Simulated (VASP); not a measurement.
# Tl (P6_3/mmc) in VASP: further runs

Tl is run at these levels: PBE; tasks: single point, relaxation of cell and atoms.

All numbers are computed with VASP 6.6.1; they aren't measurements. Logs are shortened: lines on timing, memory, paths and dates and some standing lists are left out, and cuts for length are marked.

**1. The cell of the first run**

It takes space group P6_3/mmc (No. 194, hexagonal). Conventional cell: a = 3.597 Å, b = 3.597 Å, c = 5.629 Å, α = 90.00°, β = 90.00°, γ = 120.00°. Tl (site symmetry -6m2) has 12 Tl at 3.50 to 3.60 Å within 4.6 Å.

**2. Single point, PBE**

File INCAR:

```
SYSTEM = Tl
PREC = Accurate ; ENCUT = 520
EDIFF = 1E-6 ; ISMEAR = 0
SIGMA = 0.1 ; LREAL = .False.
LASPH = .True. ; NELM = 80
ALGO = Fast ; ISIF = 2
LWAVE = .False. ; LCHARG = .False.
GGA = PE ; NBANDS = 20
```

File KPOINTS:

```
Automatic mesh
0
Gamma
  12 12 6
  0 0 0
```

File POSCAR:

```
Tl
1.0
    3.5970057338      0.0000000000      0.0000000000
   -1.7985028669      3.1150983430      0.0000000000
    0.0000000000      0.0000000000      5.6288715911
Tl
2
Direct
    0.3333333333      0.6666666667      0.2500000000
    0.6666666667      0.3333333333      0.7500000000
```

Potentials or basis: VASP PAW PBE potentials, release 64 (Tl_d).

Run with:

```
cat potpaw_PBE.64/Tl_d/POTCAR > POTCAR
mpirun -np 1 vasp_std > vasp.out
```

OUTCAR:

```text
SYSTEM = Tl
   PREC = Accurate
   ENCUT = 520
   EDIFF = 1E-6
   ISMEAR = 0
   LREAL = .False.
   LASPH = .True.
   NELM = 80
   ISIF = 2
   GGA = PE

 ion  position               nearest neighbor table
   1  0.333  0.667  0.250-   2 3.50   2 3.50   2 3.50   2 3.50   2 3.50   2 3.50
   2  0.667  0.333  0.750-   1 3.50   1 3.50   1 3.50   1 3.50   1 3.50   1 3.50

  LATTYP: Found a hexagonal cell.
 ALAT       =     3.5970057338
 C/A-ratio  =     1.5648770137

  Lattice vectors:

 A1 = (   3.5970057338,   0.0000000000,   0.0000000000)
 A2 = (  -1.7985028669,   3.1150983430,   0.0000000000)
 A3 = (   0.0000000000,   0.0000000000,   5.6288715911)

Analysis of symmetry for initial positions (statically):
=====================================================================
 Subroutine PRICEL returns:
 Original cell was already a primitive cell.

 Routine SETGRP: Setting up the symmetry group for a
 hexagonal supercell.

 Subroutine GETGRP returns: Found 24 space group operations
 (whereof 12 operations were pure point group operations)
 out of a pool of 24 trial point group operations.

The static configuration has the point symmetry D_3d.
 The point group associated with its full space group is D_6h.

Analysis of symmetry for dynamics (positions and initial velocities):
=====================================================================
 Subroutine PRICEL returns:
 Original cell was already a primitive cell.

 Routine SETGRP: Setting up the symmetry group for a
 hexagonal supercell.

 Subroutine GETGRP returns: Found 24 space group operations
 (whereof 12 operations were pure point group operations)
 out of a pool of 24 trial point group operations.

The dynamic configuration has the point symmetry D_3d.
 The point group associated with its full space group is D_6h.

 Subroutine INISYM returns: Found 24 space group operations
 (whereof 12 operations are pure point group operations),
 and found     1 'primitive' translations

----------------------------------------------------------------------------------------

                                     Primitive cell

  volume of cell :      63.0717

  direct lattice vectors                    reciprocal lattice vectors
     3.597005734  0.000000000  0.000000000     0.278009009  0.160508576  0.000000000
    -1.798502867  3.115098343  0.000000000     0.000000000  0.321017153  0.000000000
     0.000000000  0.000000000  5.628871591     0.000000000  0.000000000  0.177655501

  length of vectors
     3.597005734  3.597005734  5.628871591     0.321017153  0.321017153  0.177655501

  position of ions in fractional coordinates (direct lattice)
     0.333333333  0.666666667  0.250000000
     0.666666667  0.333333333  0.750000000

  ion indices of the primitive-cell ions
   primitive index   ion index
                 1           1
                 2           2

----------------------------------------------------------------------------------------

 KPOINTS: Automatic mesh

Automatic generation of k-mesh.
 Grid dimensions read from file:
 generate k-points for:   12   12    6

 Generating k-lattice:

  Cartesian coordinates                     Fractional coordinates (reciprocal lattice)
     0.023167417  0.013375715  0.000000000     0.083333333 -0.000000000  0.000000000
     0.000000000  0.026751429  0.000000000     0.000000000  0.083333333  0.000000000
     0.000000000  0.000000000  0.029609250     0.000000000  0.000000000  0.166666667

  Length of vectors
     0.026751429  0.026751429  0.029609250

  Shift w.r.t. Gamma in fractional coordinates (k-lattice)
     0.000000000  0.000000000  0.000000000

 Subroutine IBZKPT returns following result:
 ===========================================

 Found     76 irreducible k-points:

 Following reciprocal coordinates:
            Coordinates               Weight
  0.000000  0.000000  0.000000      1.000000
  0.083333 -0.000000  0.000000      6.000000
  0.166667  0.000000  0.000000      6.000000
  0.250000 -0.000000  0.000000      6.000000
  0.333333 -0.000000  0.000000      6.000000
  0.416667 -0.000000  0.000000      6.000000
[... 16 lines left out ...]
  0.250000 -0.000000  0.166667     12.000000
  0.333333 -0.000000  0.166667     12.000000
 [... further k-points ...]
   k-points           NKPTS =     76   k-points in BZ     NKDIM =     76   number of bands    NBANDS=     20
   number of dos      NEDOS =    301   number of ions     NIONS =      2
   total plane-waves  NPLWV =  32928
   dimension x,y,z NGX =    28 NGY =   28 NGZ =   42
   dimension x,y,z NGXF=    56 NGYF=   56 NGZF=   84
   ions per type =               2
   NGX,Y,Z   is equivalent  to a cutoff of  12.94, 12.94, 12.40 a.u.
   NGXF,Y,Z  is equivalent  to a cutoff of  25.88, 25.88, 24.81 a.u.
 SYSTEM =  Tl
   PREC   = accura    normal or accurate (medium, high low for compatibility)
   ISTART =      0    job   : 0-new  1-cont  2-samecut
   ICHARG =      2    charge: 1-file 2-atom 10-const
   ISPIN  =      1    spin polarized calculation?
   LNONCOLLINEAR =      F non collinear calculations
   LSORBIT =      F    spin-orbit coupling
   LASPH  =      T    aspherical Exc in radial PAW
   ENCUT  =  520.0 eV  38.22 Ry    6.18 a.u.   6.69  6.69 10.47*2*pi/ulx,y,z
   NELM   =     80;   NELMIN=  2; NELMDL= -5     # of ELM steps
   EDIFF  = 0.1E-05   stopping-criterion for ELM
   LREAL  =      F    real-space projection
   EDIFFG = 0.1E-04   stopping-criterion for IOM
   NSW    =      0    number of steps for IOM
   IBRION =     -1    ionic relax: 0-MD 1-quasi-New 2-CG
   NFREE  =      0    steps in history (QN), initial steepest desc. (CG)
   ISIF   =      2    stress and relaxation
   ISYM   =      2    0-nonsym 1-usesym 2-fastsym
   POTIM  = 0.5000    time-step for ionic-motion
   TEBEG  =    0.0;   TEEND  =   0.0 temperature during run
   PSTRESS=    0.0 pullay stress
   NELECT =      26.0000    total number of electrons
   NUPDOWN=      -1.0000    fix difference up-down
   EMIN   =  10.00;   EMAX   =-10.00  energy-range for DOS
   EFERMI =   0.00;   METHOD = LEGACY
   ISMEAR =     0;   SIGMA  =   0.10  broadening in eV -4-tet -1-fermi 0-gaus
   EFERMI_NEDOS =   21; number of points for ismear=-14 and -15
   IALGO  =     68    algorithm
   IMIX   =      4    mixing-type and parameters
     AMIX     =   0.40;   BMIX     =  1.00
     AMIX_MAG =   1.60;   BMIX_MAG =  1.00
  volume/ion in A,a.u.               =      31.54       212.81
  Fermi-wavevector in a.u.,A,eV,Ry     =   1.218394  2.302431 20.197641  1.484485
  Thomas-Fermi vector in A             =   2.353682
   LORBIT       =      0    0 simple, 1 ext, 2 COOP (PROOUT), +10 PAW based schemes
   GGA     = PE    functional components
   LHFCALC =     F    Hartree Fock is set to
   AEXX    =    0.0000 exact exchange contribution
   IVDW    =     0    specifies the selected vdW correction
   LEPSILON=     F    determine dielectric tensor
   LRPA    =     F    only Hartree local field effects (RPA)
 non-spin polarized calculation
 RMM-DIIS sequential band-by-band and
 Gauss-broadening in eV      SIGMA  =   0.10
  energy-cutoff  :      520.00
  volume of cell :       63.07
 maximum number of plane-waves:      1737
 NGX is ok and might be reduce to    28
   NGX = 13   NGY = 13   NGZ = 21

 number of electron      26.0000008 magnetization

 Free energy of the ion-electron system (eV)
  ---------------------------------------------------
  ext. energy  EPLUGINS =         0.00000000
  ---------------------------------------------------
  free energy    TOTEN  =        -4.46494531 eV

  energy without entropy =       -4.46201842  energy(sigma->0) =       -4.46348187

 E-fermi :   5.5936     XC(G=0):  -9.7082

 val. band max:        5.5907086791   @ k =   0.2500   0.2500   0.1667
 cond. band min:       5.6694631550   @ k =   0.2500   0.2500   0.3333
 fundamental gap:      0.0787544759
 Fermi energy:         5.5935759192

 k-point     1 :       0.0000    0.0000    0.0000
  band No.  band energies     occupation
      1      -6.0226      2.00000
      2      -5.8583      2.00000
      3      -5.8583      2.00000
      4      -5.8525      2.00000
      5      -5.8153      2.00000
      6      -5.8153      2.00000
[... 12 lines left out ...]
     19      15.5941      0.00000
     20      16.0384      0.00000

 k-point     2 :       0.0833   -0.0000    0.0000
  band No.  band energies     occupation
      1      -6.0083      2.00000
      2      -5.8892      2.00000
      3      -5.8362      2.00000
      4      -5.8184      2.00000
      5      -5.8122      2.00000
      6      -5.7996      2.00000
[... 12 lines left out ...]
     19      15.9280      0.00000
     20      16.3419      0.00000

 k-point     3 :       0.1667    0.0000    0.0000
  band No.  band energies     occupation
      1      -6.0014      2.00000
      2      -5.8977      2.00000
      3      -5.8348      2.00000
      4      -5.8251      2.00000
      5      -5.8178      2.00000
      6      -5.7757      2.00000
[... 12 lines left out ...]
     19      14.9409      0.00000
     20      16.9918      0.00000

 k-point     4 :       0.2500   -0.0000    0.0000
  band No.  band energies     occupation
      1      -6.0403      2.00000
      2      -5.8898      2.00000
      3      -5.8889      2.00000
      4      -5.8587      2.00000
      5      -5.7965      2.00000
      6      -5.6923      2.00000
[... 12 lines left out ...]
     19      14.3750      0.00000
     20      16.1394      0.00000

 k-point     5 :       0.3333   -0.0000    0.0000
  band No.  band energies     occupation
      1      -6.0878      2.00000
      2      -5.9516      2.00000
      3      -5.9081      2.00000
      4      -5.8898      2.00000
      5      -5.7508      2.00000
      6      -5.6697      2.00000
[... 12 lines left out ...]
     19      13.7704      0.00000
     20      15.5250      0.00000
[... 353 lines left out ...]
      6      -5.8089      2.00000
[... 12 lines left out ...]
     19      15.5757      0.00000
     20      16.2095      0.00000

 k-point    22 :       0.1667    0.0000    0.1667
  band No.  band energies     occupation
      1      -5.9938      2.00000
      2      -5.8917      2.00000
      3      -5.8680      2.00000
      4      -5.8421      2.00000
      5      -5.8279      2.00000
      6      -5.7516      2.00000
[... 12 lines left out ...]
     19      14.9571      0.00000
     20      16.3399      0.00000

 k-point    23 :       0.2500   -0.0000    0.1667
  band No.  band energies     occupation
      1      -6.0317      2.00000
      2      -5.9249      2.00000
      3      -5.8811      2.00000
      4      -5.8467      2.00000
      5      -5.7926      2.00000
      6      -5.6915      2.00000
[... 12 lines left out ...]
     19      14.3296      0.00000
     20      15.5656      0.00000

 k-point    24 :       0.3333   -0.0000    0.1667
  band No.  band energies     occupation
      1      -6.0753      2.00000
      2      -5.9866      2.00000
      3      -5.8972      2.00000
      4      -5.8674      2.00000
      5      -5.7588      2.00000
      6      -5.7026      2.00000
[... 12 lines left out ...]
     19      13.6983      0.00000
     20      14.9714      0.00000

 [... further k-points ...]
[... 5 lines left out ...]
  --------------------------------------------------------------------------------------
  -------------------------------------------------------------------------------------
  Total       -0.0272620     -0.0272620     -0.0633896      0.0000000     -0.0000000      0.0000000
  in kB       -0.6925228     -0.6925228     -1.6102539      0.0000000     -0.0000000      0.0000000
  external PRESSURE =      -0.9984332 kB  Pullay stress =       0.0000000 kB

 VOLUME and BASIS-vectors are now :
 -----------------------------------------------------------------------------
  energy-cutoff  :      520.00
  volume of cell :       63.07
      direct lattice vectors                 reciprocal lattice vectors
     3.597005734  0.000000000  0.000000000     0.278009009  0.160508576  0.000000000
    -1.798502867  3.115098343  0.000000000     0.000000000  0.321017153  0.000000000
     0.000000000  0.000000000  5.628871591     0.000000000  0.000000000  0.177655501

 POSITION                                       TOTAL-FORCE (eV/Angst)
 -----------------------------------------------------------------------------------
     -0.00000      2.07673      1.40722         0.000000      0.000000      0.000000
      1.79850      1.03837      4.22165        -0.000000     -0.000000      0.000000
 -----------------------------------------------------------------------------------
    total drift:                               -0.000000      0.000000      0.000000

  FREE ENERGIE OF THE ION-ELECTRON SYSTEM (eV)
  ---------------------------------------------------
  free  energy   TOTEN  =        -4.4649453101 eV

  energy  without entropy=       -4.4620184207  energy(sigma->0) =       -4.46348187
```

It took 28 s on 1 thread of Intel Xeon 6975P-C (Granite Rapids), shared host; peak memory 0.22 GiB.

What came out:

```yaml
Free_energy: -4.4649 eV
Pressure: -0.1 GPa
Band_gap_on_the_k_mesh: zero (bands 13 and 14 overlap by 5.31 eV)
```

Levels at points of the mesh, in eV from the Fermi level:
```
           k point  band 11  band 12  band 13  band 14  band 15  band 16
(0.00, 0.00, 0.00)    -9.41    -4.96    -2.38     7.11     7.11     9.04
(0.50, 0.00, 0.00)    -5.78    -4.64    -0.69     0.67     1.35     3.53
(0.00, 0.00, 0.50)    -8.08    -8.08     3.31     3.31     8.04     8.04
(0.50, 0.00, 0.50)    -4.83    -4.83    -1.96    -1.96     5.09     5.09
```

Caveat: spin-orbit coupling is left out, which moves the levels of the heavy elements.

**3. Relaxation of cell and atoms, PBE**

File INCAR:

```
PREC = Accurate
ENCUT = 600
EDIFF = 1E-6
ISMEAR = 0
SIGMA = 0.1
LREAL = F
LASPH = T
NELM = 80
ALGO = Fast
ISIF = 3
LWAVE = F
LCHARG = F
GGA = PE
IBRION = 2
NSW = 90
EDIFFG = -0.02
```

File KPOINTS:

```
Automatic mesh
0
Gamma
  12 12 6
```

POSCAR is that of step 2.

Potentials or basis: VASP PAW PBE potentials, release 64 (Tl_d).

Run with:

```
cat potpaw_PBE.64/Tl_d/POTCAR > POTCAR
mpirun -np 1 vasp_std > vasp.out
```

Wall time 47 s (1 thread of Intel Xeon 6975P-C (Granite Rapids), shared host); peak memory 0.25 GiB.

The run converged. Its results:

| Item | Value |
| --- | --- |
| Free energy | -4.4650 eV |
| Relaxed volume | 31.49 Å³/atom |
| Relaxed cell | a = 3.596 Å, b = 3.596 Å, c = 5.623 Å, α = 90.00°, β = 90.00°, γ = 120.00° |
| Space group after relaxing (to 0.1 Å) | P6_3/mmc (No. 194) |
| Energy gained by relaxing | 0.0 meV/atom |
| Ionic steps | 2 |
| Pressure after relaxing | 0.0 GPa |
| Band gap on the k mesh | zero (bands 13 and 14 overlap by 5.33 eV) |

Final structure:
```cif
data_structure
_symmetry_space_group_name_H-M 'P 1'
_symmetry_Int_Tables_number 1
_cell_length_a 3.5964
_cell_length_b 3.5964
_cell_length_c 5.6231
_cell_angle_alpha 90.000
_cell_angle_beta 90.000
_cell_angle_gamma 120.000
_cell_volume 62.98
loop_
_atom_site_label
_atom_site_type_symbol
_atom_site_fract_x
_atom_site_fract_y
_atom_site_fract_z
_atom_site_occupancy
Tl1 Tl 0.33333 0.66667 0.25000 1
Tl2 Tl 0.66667 0.33333 0.75000 1
```

Levels at points of the mesh, in eV from the Fermi level:
```
           k point  band 10  band 11  band 12  band 13  band 14  band 15  band 16  band 17
(0.00, 0.00, 0.00)   -11.09    -9.42    -4.95    -2.39     7.11     7.11     9.05     9.05
(0.50, 0.00, 0.00)   -11.05    -5.78    -4.64    -0.68     0.68     1.35     3.53     3.63
(0.00, 0.00, 0.50)   -11.18    -8.08    -8.08     3.33     3.33     8.04     8.04     8.04
(0.50, 0.00, 0.50)   -11.08    -4.83    -4.83    -1.96    -1.96     5.09     5.09     5.79
```

Caveat: spin-orbit coupling is left out, which moves the levels of the heavy elements.
